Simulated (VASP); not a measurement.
# Se: single point with r2SCAN

The system is Se.

```
CELL_PARAMETERS angstrom
4.40695 0.00000 0.00000
-2.20347 3.81653 0.00000
0.00000 0.00000 4.89627
ATOMIC_POSITIONS crystal
Se 0.22552 0.00000 0.16667
Se 0.00000 0.22552 0.83333
Se 0.77448 0.77448 0.50000
```

This cell differs from its parent crystal: equal strain along all axes, cell held: -2.0 %, then relaxed in part.

```yaml
Program: VASP 6.6.1
Task: single point
Functional: r2SCAN
Potentials_or_basis: VASP PAW PBE potentials, release 64 (Se)
Cutoff: 520 eV
k_mesh: 9 × 9 × 6
Occupations: gaussian, width 0.02 eV
Spin: no spin polarisation
```

```yaml
Pressure: 1.3 GPa
Largest_force: 0.005 eV/Å
Band_gap_on_the_k_mesh: 1.39 eV, indirect (least direct gap 1.69 eV)
```

Forces on the atoms (eV/Å):
```
Se   0.005  0.000  0.000
Se  -0.002  0.004  0.000
Se  -0.002 -0.004  0.000
```

Stress tensor (GPa, compression positive):
```
0.82 0.00 0.00
0.00 0.82 0.00
0.00 0.00 2.29
```

Levels at points of the mesh, in eV from the valence-band top:
```tsv
k point	band 7	band 8	band 9	band 10	band 11	band 12
(0.00, 0.00, 0.00)	-2.19	-2.19	-0.49	2.16	2.16	2.31
(0.00, 0.00, 0.50)	-1.66	-1.66	-1.16	1.39	1.39	1.51
```

Wall time 2.8 min on 1 thread of Intel(R) Xeon(R) Platinum 8488C (Sapphire Rapids) (shared host), peak memory 0.25 GiB.

Caveat: the cell differs from its parent crystal (equal strain along all axes, cell held: -2.0 %, then relaxed in part); the PAW data sets were made with another functional, which shifts forces and pressure a little. A k mesh can miss the band edges.
